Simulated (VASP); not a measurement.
# Rh in VASP: a series of runs, part 2 of 2

VASP 6.6.1. The steps go on from the part before.

### Step 4. Single point, PBE (zz strain of -1 %)

INCAR reads:

```
PREC = Accurate
ENCUT = 520
EDIFF = 1E-6
ISMEAR = -1
SIGMA = 0.08
LREAL = False
LASPH = True
NELM = 100
ALGO = Normal
ISIF = 2
LWAVE = False
LCHARG = False
GGA = PE
NBANDS = 14
```

KPOINTS reads:

```
regular mesh
0
Gamma
  16 16 16
```

POSCAR reads:

```
Rh
1.0
    0.0000000000      1.9015500000      1.8825345000
    1.9015500000      0.0000000000      1.8825345000
    1.9015500000      1.9015500000      0.0000000000
Rh
1
Direct
    0.0000000000      0.0000000000      0.0000000000
```

Potentials or basis: VASP PAW PBE potentials, release 64 (Rh_pv).

On the command line:

```
cat potpaw_PBE.64/Rh_pv/POTCAR > POTCAR
mpirun -np 1 vasp_std > vasp.out
```

OUTCAR:

```text
PREC = Accurate
   ENCUT = 520
   EDIFF = 1E-6
   ISMEAR = -1
   LREAL = False
   LASPH = True
   NELM = 100
   ISIF = 2
   GGA = PE

 ion  position               nearest neighbor table
   1  0.000  0.000  0.000-

  LATTYP: Found a body centered tetragonal cell.
 ALAT       =     2.6891977995
 C/A-ratio  =     1.4000714267

  Lattice vectors:

 A1 = (   0.0000000000,  -1.9015500000,  -1.8825345000)
 A2 = (   0.0000000000,   1.9015500000,  -1.8825345000)
 A3 = (   1.9015500000,   0.0000000000,   1.8825345000)

Analysis of symmetry for initial positions (statically):
=====================================================================
 Subroutine PRICEL returns:
 Original cell was already a primitive cell.

 Routine SETGRP: Setting up the symmetry group for a
 body centered tetragonal supercell.

 Subroutine GETGRP returns: Found 16 space group operations
 (whereof 16 operations were pure point group operations)
 out of a pool of 16 trial point group operations.

The static configuration has the point symmetry D_4h.

[... 165 lines left out ...]
  band No.  band energies     occupation
      1     -34.3089      2.00000
      2     -34.3089      2.00000
      3     -34.3036      2.00000
      4       4.0540      2.00000
      5       8.9274      2.00000
      6       8.9274      2.00000
      7       9.0362      2.00000
      8      11.0154      2.00000
      9      11.1471      1.99998
     10      28.0761      0.00000
     11      32.5947      0.00000
     12      33.4856      0.00000
     13      33.4856      0.00000
     14      33.8051      0.00000
[... 377 lines left out ...]
      1     -34.3790      2.00000
      2     -34.3256      2.00000
      3     -34.3150      2.00000
      4       4.4676      2.00000
      5       8.7334      2.00000
      6       9.0755      2.00000
      7       9.2265      2.00000
      8      10.8313      2.00000
      9      11.1632      1.99998
     10      28.6695      0.00000
     11      31.8511      0.00000
     12      32.5965      0.00000
     13      33.8480      0.00000
     14      34.3388      0.00000

 [... further k-points ...]

------------------------ aborting loop because EDIFF is reached ----------------------------------------

  FORCE on cell =-STRESS in cart. coord.  units (eV):
  Direction    XX          YY          ZZ          XY          YZ          ZX
  --------------------------------------------------------------------------------------
  -------------------------------------------------------------------------------------
  Total        0.6967693      0.6967693      0.9070167      0.0000000     -0.0000000      0.0000000
  in kB       81.9994881     81.9994881    106.7425093      0.0000000     -0.0000000      0.0000000
  external PRESSURE =      90.2471618 kB  Pullay stress =       0.0000000 kB

 VOLUME and BASIS-vectors are now :
 -----------------------------------------------------------------------------
  energy-cutoff  :      520.00
  volume of cell :       13.61
      direct lattice vectors                 reciprocal lattice vectors
     0.000000000  1.901550000  1.882534500    -0.262943388  0.262943388  0.265599382
     1.901550000  0.000000000  1.882534500     0.262943388 -0.262943388  0.265599382
     1.901550000  1.901550000  0.000000000     0.262943388  0.262943388 -0.265599382

 POSITION                                       TOTAL-FORCE (eV/Angst)
 -----------------------------------------------------------------------------------
      0.00000      0.00000      0.00000        -0.000000      0.000000      0.000000
 -----------------------------------------------------------------------------------
    total drift:                               -0.000000     -0.000000     -0.000000

  FREE ENERGIE OF THE ION-ELECTRON SYSTEM (eV)
  ---------------------------------------------------
  free  energy   TOTEN  =        -7.2603058465 eV

  energy  without entropy=       -7.2311693676  energy(sigma->0) =       -7.24573761
```

stdout:

```text
POSCAR found type information on POSCAR Rh
 POSCAR found :  1 types and       1 ions
 scaLAPACK will be used
 LDA part: xc-table for (Slater+PW92), standard interpolation
 POSCAR, INCAR and KPOINTS ok, starting setup
 FFT: planning ... GRIDC
 FFT: planning ... GRID_SOFT
 FFT: planning ... GRID
 WAVECAR not read
 entering main loop
```

It took 87 s on 1 thread of AMD EPYC 7R13, shared host; peak memory 0.14 GiB.

What came out:

```yaml
Free_energy: -7.2603 eV
Pressure: 9.0 GPa
```

Caveat: the cell differs from its parent crystal (zz strain of -1 %).

### Step 5. Single point, PBE (zz strain of +2 %)

INCAR reads:

```
SYSTEM = Rh
PREC = Accurate
ENCUT = 520
EDIFF = 1E-6
ISMEAR = -1
SIGMA = 0.08
LREAL = .False.
LASPH = .True.
NELM = 80
ALGO = Normal
ISIF = 2
LWAVE = .False.
LCHARG = .False.
GGA = PE
NBANDS = 14
```

KPOINTS reads:

```
regular mesh
0
Gamma
  16 16 16
  0 0 0
```

POSCAR reads:

```
Rh
1.0
    0.0000000000      1.9015500000      1.9395810000
    1.9015500000      0.0000000000      1.9395810000
    1.9015500000      1.9015500000      0.0000000000
Rh
1
Direct
    0.0000000000      0.0000000000      0.0000000000
```

On the command line:

```
cat potpaw_PBE.64/Rh_pv/POTCAR > POTCAR
mpirun -np 1 vasp_std > vasp.out
```

Wall time 80 s (1 thread of AMD EPYC 7R13, shared host); peak memory 0.14 GiB.

The run converged. Its results:

- Free energy: -7.2708 eV
- Pressure: 0.7 GPa

Stress tensor (GPa, compression positive):
```
 2.23  0.00  0.00
 0.00  2.23  0.00
 0.00  0.00 -2.33
```

Levels at points of the mesh, in eV from the Fermi level:
```
           k point  band 5  band 6  band 7  band 8  band 9  band 10
(0.00, 0.00, 0.00)   -3.11   -2.90   -2.90   -1.08   -0.83    16.02
(0.50, 0.00, 0.00)   -3.15   -2.94    0.51    0.61    0.76     8.45
(0.50, 0.50, 0.00)   -5.75    0.54    0.95    0.95    2.97    11.67
(0.50, 0.00, 0.50)   -5.76    0.52    0.87    1.06    3.39    12.21
```

Caveat: the cell differs from its parent crystal (zz strain of +2 %).

### Step 6. Single point, PBE (equal xx and yy strain of -3 %)

INCAR reads:

```
SYSTEM = Rh
  PREC = Accurate
  ENCUT = 520
  EDIFF = 1E-6
  ISMEAR = -1
  SIGMA = 0.08
  LREAL = .False.
  LASPH = .True.
  NELM = 100
  ALGO = Normal
  ISIF = 2
  LWAVE = .False.
  LCHARG = .True.
  GGA = PE
  LELF = .True.
  LVHAR = .True.
  NBANDS = 14
```

KPOINTS reads:

```
Automatic mesh
0
Gamma
  16 16 16
  0 0 0
```

POSCAR reads:

```
Rh
1.0
    0.0000000000      1.8445035000      1.9015500000
    1.8445035000      0.0000000000      1.9015500000
    1.8445035000      1.8445035000      0.0000000000
Rh
1
Direct
    0.0000000000      0.0000000000      0.0000000000
```

Potentials or basis: VASP PAW PBE potentials, release 64 (Rh_pv).

On the command line:

```
cat potpaw_PBE.64/Rh_pv/POTCAR > POTCAR
mpirun -np 1 vasp_std > vasp.out
```

Run time: 25 s. Hardware: 1 thread of AMD EPYC 9R45 (Zen 5), shared host; peak memory 0.14 GiB.

It converged, with:

| Item | Value |
| --- | --- |
| Free energy | -7.1805 eV |
| Pressure | 26.6 GPa |

Stress tensor (GPa, compression positive):
```
29.54  0.00  0.00
 0.00 29.54  0.00
 0.00  0.00 20.60
```

Levels at points of the mesh, in eV from the Fermi level:
| k point | band 3 | band 4 | band 5 | band 6 | band 7 | band 8 | band 9 | band 10 | band 11 | band 12 |
| --- | --- | --- | --- | --- | --- | --- | --- | --- | --- | --- |
| (0.00, 0.00, 0.00) | -46.47 | -8.40 | -3.61 | -3.24 | -3.24 | -1.30 | -0.86 | 15.96 | 20.37 | 21.08 |
| (0.50, 0.00, 0.00) | -46.57 | -6.63 | -3.64 | -3.28 | 0.56 | 0.68 | 0.74 | 9.31 | 15.46 | 20.37 |
| (0.50, 0.50, 0.00) | -46.76 | -6.89 | -6.49 | 0.64 | 1.09 | 1.09 | 2.92 | 12.51 | 14.08 | 14.08 |
| (0.50, 0.00, 0.50) | -46.80 | -6.91 | -6.51 | 0.60 | 0.96 | 1.28 | 3.59 | 13.32 | 13.38 | 13.71 |

Caveat: the cell differs from its parent crystal (equal xx and yy strain of -3 %).

### Step 7. Summary

```csv
spin,cell,gap on the mesh (eV),pressure (GPa)
"non-collinear, zero start, SOC","a = 2.689 Å, angles 60.0°, 1 atom",-,6.4
off,"a = 2.649, b = 2.649, c = 2.689 Å, angles 59.5, 59.5, 61.0°, 1 atom",none,15.6
off,"a = 2.676, b = 2.676, c = 2.689 Å, angles 59.8, 59.8, 60.3°, 1 atom",none,9.0
off,"a = 2.716, b = 2.716, c = 2.689 Å, angles 60.3, 60.3, 59.3°, 1 atom",none,0.7
off,"a = 2.649, b = 2.649, c = 2.609 Å, angles 60.5, 60.5, 59.0°, 1 atom",none,26.6
```

Alike in all rows: task single point; level PBE; potentials or basis VASP PAW PBE potentials, release 64 (Rh_pv); k mesh 16 × 16 × 16; cutoff (eV) 520; smearing fermi-dirac 0.08 eV.

Absolute energies hang on the potentials; compare differences alone.
